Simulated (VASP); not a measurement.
# RbTi (CsCl type) (Pm-3m) in VASP: single point with PBEsol

Aim: the single point of RbTi (CsCl type) with PBEsol.

Program: VASP 6.6.1. These are calculated values, not measurements. Logs are shortened: lines on timing, memory, paths and dates and some standing lists are left out, and cuts for length are marked.

### 1 The cell of the first run

It takes space group Pm-3m (No. 221, cubic). Conventional cell: a = 4.059 Å, b = 4.059 Å, c = 4.059 Å, α = 90.00°, β = 90.00°, γ = 90.00°. Within 4.6 Å of Rb (site symmetry m-3m) lie 8 Ti at 3.52 Å and 6 Rb at 4.06 Å. Within 4.6 Å of Ti (site symmetry m-3m) lie 8 Rb at 3.52 Å and 6 Ti at 4.06 Å.

### 2 Single point, PBEsol

File INCAR:

```
SYSTEM = RbTi
PREC = Accurate
ENCUT = 520
EDIFF = 1E-7
ISMEAR = -1
SIGMA = 0.03
LREAL = .FALSE.
LASPH = .TRUE.
NELM = 100
ALGO = Normal
ISIF = 2
LWAVE = .FALSE.
LCHARG = .FALSE.
GGA = PS
NBANDS = 18
```

File KPOINTS:

```
Automatic mesh
0
Gamma
  10 10 10
  0.5 0.5 0.5
```

File POSCAR:

```
RbTi
1.0
    4.0591001343      0.0000000000      0.0000000000
    0.0000000000      4.0591001343      0.0000000000
    0.0000000000      0.0000000000      4.0591001343
Rb Ti
1 1
Direct
    0.0000000000      0.0000000000      0.0000000000
    0.5000000000      0.5000000000      0.5000000000
```

Potentials or basis: VASP PAW PBE potentials, release 64 (Rb_sv, Ti_sv).

The run is started by

```bash
cat potpaw_PBE.64/Rb_sv/POTCAR potpaw_PBE.64/Ti_sv/POTCAR > POTCAR
mpirun -np 1 vasp_std > vasp.out
```

OUTCAR:

```text
SYSTEM = RbTi
   PREC = Accurate
   ENCUT = 520
   EDIFF = 1E-7
   ISMEAR = -1
   LREAL = .FALSE.
   LASPH = .TRUE.
   NELM = 100
   ISIF = 2
   GGA = PS

 ion  position               nearest neighbor table
   1  0.000  0.000  0.000-   2 3.52   2 3.52   2 3.52   2 3.52   2 3.52   2 3.52   2 3.52   2 3.52

   2  0.500  0.500  0.500-   1 3.52   1 3.52   1 3.52   1 3.52   1 3.52   1 3.52   1 3.52   1 3.52

  LATTYP: Found a simple cubic cell.
 ALAT       =     4.0591001343

  Lattice vectors:

 A1 = (   4.0591001343,   0.0000000000,   0.0000000000)
 A2 = (   0.0000000000,   4.0591001343,   0.0000000000)
 A3 = (   0.0000000000,   0.0000000000,   4.0591001343)

Analysis of symmetry for initial positions (statically):
=====================================================================
 Subroutine PRICEL returns:
 Original cell was already a primitive cell.

 Routine SETGRP: Setting up the symmetry group for a
 simple cubic supercell.

 Subroutine GETGRP returns: Found 48 space group operations
 (whereof 48 operations were pure point group operations)
 out of a pool of 48 trial point group operations.

The static configuration has the point symmetry O_h .

Analysis of symmetry for dynamics (positions and initial velocities):
=====================================================================
 Subroutine PRICEL returns:
 Original cell was already a primitive cell.

 Routine SETGRP: Setting up the symmetry group for a
 simple cubic supercell.

 Subroutine GETGRP returns: Found 48 space group operations
 (whereof 48 operations were pure point group operations)
 out of a pool of 48 trial point group operations.

The dynamic configuration has the point symmetry O_h .

 Subroutine INISYM returns: Found 48 space group operations
 (whereof 48 operations are pure point group operations),
 and found     1 'primitive' translations

----------------------------------------------------------------------------------------

                                     Primitive cell

  volume of cell :      66.8789

  direct lattice vectors                    reciprocal lattice vectors
     4.059100134  0.000000000  0.000000000     0.246360022  0.000000000  0.000000000
     0.000000000  4.059100134  0.000000000     0.000000000  0.246360022  0.000000000
     0.000000000  0.000000000  4.059100134     0.000000000  0.000000000  0.246360022

  length of vectors
     4.059100134  4.059100134  4.059100134     0.246360022  0.246360022  0.246360022

  position of ions in fractional coordinates (direct lattice)
     0.000000000  0.000000000  0.000000000
     0.500000000  0.500000000  0.500000000

  ion indices of the primitive-cell ions
   primitive index   ion index
                 1           1
                 2           2

----------------------------------------------------------------------------------------

 KPOINTS: Automatic mesh

Automatic generation of k-mesh.
 Grid dimensions read from file:
 generate k-points for:   10   10   10

 Generating k-lattice:

  Cartesian coordinates                     Fractional coordinates (reciprocal lattice)
     0.024636002  0.000000000  0.000000000     0.100000000  0.000000000  0.000000000
     0.000000000  0.024636002  0.000000000     0.000000000  0.100000000  0.000000000
     0.000000000  0.000000000  0.024636002     0.000000000  0.000000000  0.100000000

  Length of vectors
     0.024636002  0.024636002  0.024636002

  Shift w.r.t. Gamma in fractional coordinates (k-lattice)
     0.500000000  0.500000000  0.500000000

 Subroutine IBZKPT returns following result:
 ===========================================

 Found     35 irreducible k-points:

 Following reciprocal coordinates:
            Coordinates               Weight
  0.050000  0.050000  0.050000      8.000000
  0.150000  0.050000  0.050000     24.000000
  0.250000  0.050000  0.050000     24.000000
  0.350000  0.050000  0.050000     24.000000
  0.450000  0.050000  0.050000     24.000000
  0.150000  0.150000  0.050000     24.000000
[... 16 lines left out ...]
  0.350000  0.350000  0.150000     24.000000
  0.450000  0.350000  0.150000     48.000000
 [... further k-points ...]
   k-points           NKPTS =     35   k-points in BZ     NKDIM =     35   number of bands    NBANDS=     18
   number of dos      NEDOS =    301   number of ions     NIONS =      2
   total plane-waves  NPLWV =  27000
   dimension x,y,z NGX =    30 NGY =   30 NGZ =   30
   dimension x,y,z NGXF=    60 NGYF=   60 NGZF=   60
   ions per type =               1   1
   NGX,Y,Z   is equivalent  to a cutoff of  12.29, 12.29, 12.29 a.u.
   NGXF,Y,Z  is equivalent  to a cutoff of  24.57, 24.57, 24.57 a.u.
 SYSTEM =  RbTi
   PREC   = accura    normal or accurate (medium, high low for compatibility)
   ISTART =      0    job   : 0-new  1-cont  2-samecut
   ICHARG =      2    charge: 1-file 2-atom 10-const
   ISPIN  =      1    spin polarized calculation?
   LNONCOLLINEAR =      F non collinear calculations
   LSORBIT =      F    spin-orbit coupling
   LASPH  =      T    aspherical Exc in radial PAW
   ENCUT  =  520.0 eV  38.22 Ry    6.18 a.u.   7.55  7.55  7.55*2*pi/ulx,y,z
   NELM   =    100;   NELMIN=  2; NELMDL= -5     # of ELM steps
   EDIFF  = 0.1E-06   stopping-criterion for ELM
   LREAL  =      F    real-space projection
   EDIFFG = 0.1E-05   stopping-criterion for IOM
   NSW    =      0    number of steps for IOM
   IBRION =     -1    ionic relax: 0-MD 1-quasi-New 2-CG
   NFREE  =      0    steps in history (QN), initial steepest desc. (CG)
   ISIF   =      2    stress and relaxation
   ISYM   =      2    0-nonsym 1-usesym 2-fastsym
   POTIM  = 0.5000    time-step for ionic-motion
   TEBEG  =    0.0;   TEEND  =   0.0 temperature during run
   PSTRESS=    0.0 pullay stress
   NELECT =      21.0000    total number of electrons
   NUPDOWN=      -1.0000    fix difference up-down
   EMIN   =  10.00;   EMAX   =-10.00  energy-range for DOS
   EFERMI =   0.00;   METHOD = LEGACY
   ISMEAR =    -1;   SIGMA  =   0.03  broadening in eV -4-tet -1-fermi 0-gaus
   EFERMI_NEDOS =   21; number of points for ismear=-14 and -15
   IALGO  =     38    algorithm
   IMIX   =      4    mixing-type and parameters
     AMIX     =   0.40;   BMIX     =  1.00
     AMIX_MAG =   1.60;   BMIX_MAG =  1.00
  volume/ion in A,a.u.               =      33.44       225.66
  Fermi-wavevector in a.u.,A,eV,Ry     =   1.112717  2.102731 16.845914  1.238140
  Thomas-Fermi vector in A             =   2.249294
   LORBIT       =      0    0 simple, 1 ext, 2 COOP (PROOUT), +10 PAW based schemes
   GGA     = PS    functional components
   LHFCALC =     F    Hartree Fock is set to
   AEXX    =    0.0000 exact exchange contribution
   IVDW    =     0    specifies the selected vdW correction
   LEPSILON=     F    determine dielectric tensor
   LRPA    =     F    only Hartree local field effects (RPA)
 non-spin polarized calculation
  energy-cutoff  :      520.00
  volume of cell :       66.88
 maximum number of plane-waves:      1820
 NGX is ok and might be reduce to    30
   NGX = 15   NGY = 15   NGZ = 15

 number of electron      21.0000006 magnetization

 Free energy of the ion-electron system (eV)
  ---------------------------------------------------
  ext. energy  EPLUGINS =         0.00000000
  ---------------------------------------------------
  free energy    TOTEN  =        -5.50888130 eV

  energy without entropy =       -5.49786952  energy(sigma->0) =       -5.50337541

 E-fermi :   2.7227     XC(G=0):  -8.7557

 val. band max:        2.6755586436   @ k =   0.4500   0.2500   0.1500
 cond. band min:       2.7246560619   @ k =   0.4500   0.4500   0.3500
 fundamental gap:      0.0490974184
 Fermi energy:         2.7226554007

 k-point     1 :       0.0500    0.0500    0.0500
  band No.  band energies     occupation
      1     -54.7297      2.00000
      2     -31.0694      2.00000
      3     -31.0693      2.00000
      4     -31.0693      2.00000
      5     -24.4688      2.00000
      6      -8.5187      2.00000
[... 10 lines left out ...]
     17       8.3088      0.00000
     18       8.7811      0.00000

 k-point     2 :       0.1500    0.0500    0.0500
  band No.  band energies     occupation
      1     -54.7296      2.00000
      2     -31.0711      2.00000
      3     -31.0692      2.00000
      4     -31.0692      2.00000
      5     -24.4636      2.00000
      6      -8.6152      2.00000
[... 10 lines left out ...]
     17       7.8683      0.00000
     18       8.2808      0.00000

 k-point     3 :       0.2500    0.0500    0.0500
  band No.  band energies     occupation
      1     -54.7295      2.00000
      2     -31.0740      2.00000
      3     -31.0690      2.00000
      4     -31.0690      2.00000
      5     -24.4552      2.00000
      6      -8.7703      2.00000
[... 10 lines left out ...]
     17       7.5785      0.00000
     18       7.6966      0.00000

 k-point     4 :       0.3500    0.0500    0.0500
  band No.  band energies     occupation
      1     -54.7294      2.00000
      2     -31.0768      2.00000
      3     -31.0688      2.00000
      4     -31.0688      2.00000
      5     -24.4467      2.00000
      6      -8.9172      2.00000
[... 375 lines left out ...]
      4     -31.0699      2.00000
      5     -24.4256      2.00000
      6      -8.9340      2.00000
[... 10 lines left out ...]
     17       7.4131      0.00000
     18       7.9250      0.00000

 k-point    23 :       0.3500    0.3500    0.1500
  band No.  band energies     occupation
      1     -54.7290      2.00000
      2     -31.0758      2.00000
      3     -31.0757      2.00000
      4     -31.0699      2.00000
      5     -24.4230      2.00000
      6      -8.8375      2.00000
[... 10 lines left out ...]
     17       7.6177      0.00000
     18       7.9465      0.00000

 k-point    24 :       0.4500    0.3500    0.1500
  band No.  band energies     occupation
      1     -54.7290      2.00000
      2     -31.0774      2.00000
      3     -31.0756      2.00000
      4     -31.0697      2.00000
      5     -24.4184      2.00000
      6      -8.9028      2.00000
[... 10 lines left out ...]
     17       7.5530      0.00000
     18       8.4424      0.00000

 [... further k-points ...]

------------------------ aborting loop because EDIFF is reached ----------------------------------------

  FORCE on cell =-STRESS in cart. coord.  units (eV):
  Direction    XX          YY          ZZ          XY          YZ          ZX
  --------------------------------------------------------------------------------------
  -------------------------------------------------------------------------------------
  Total       -0.2157458     -0.2157458     -0.2157458     -0.0000000     -0.0000000     -0.0000000
  in kB       -5.1684896     -5.1684896     -5.1684896     -0.0000000     -0.0000000     -0.0000000
  external PRESSURE =      -5.1684896 kB  Pullay stress =       0.0000000 kB

 VOLUME and BASIS-vectors are now :
 -----------------------------------------------------------------------------
  energy-cutoff  :      520.00
  volume of cell :       66.88
      direct lattice vectors                 reciprocal lattice vectors
     4.059100134  0.000000000  0.000000000     0.246360022  0.000000000  0.000000000
     0.000000000  4.059100134  0.000000000     0.000000000  0.246360022  0.000000000
     0.000000000  0.000000000  4.059100134     0.000000000  0.000000000  0.246360022

 POSITION                                       TOTAL-FORCE (eV/Angst)
 -----------------------------------------------------------------------------------
      0.00000      0.00000      0.00000         0.000000      0.000000      0.000000
      2.02955      2.02955      2.02955         0.000000      0.000000      0.000000
 -----------------------------------------------------------------------------------
    total drift:                                0.000000      0.000000      0.000000

  FREE ENERGIE OF THE ION-ELECTRON SYSTEM (eV)
  ---------------------------------------------------
  free  energy   TOTEN  =        -5.5088812978 eV

  energy  without entropy=       -5.4978695232  energy(sigma->0) =       -5.50337541
```

Wall time 24 s (1 thread of Intel Xeon Platinum 8559C (Emerald Rapids), shared host); peak memory 0.19 GiB.

Results:

```yaml
Free_energy: -5.5089 eV
Pressure: -0.5 GPa
Band_gap_on_the_k_mesh: zero (an odd number of electrons rules out a gap without spin polarisation)
```

Caveat: the PAW data sets were made with another functional, which shifts forces and pressure a little.

The gap in the log of VASP goes by the Fermi energy; the results here count the filled bands.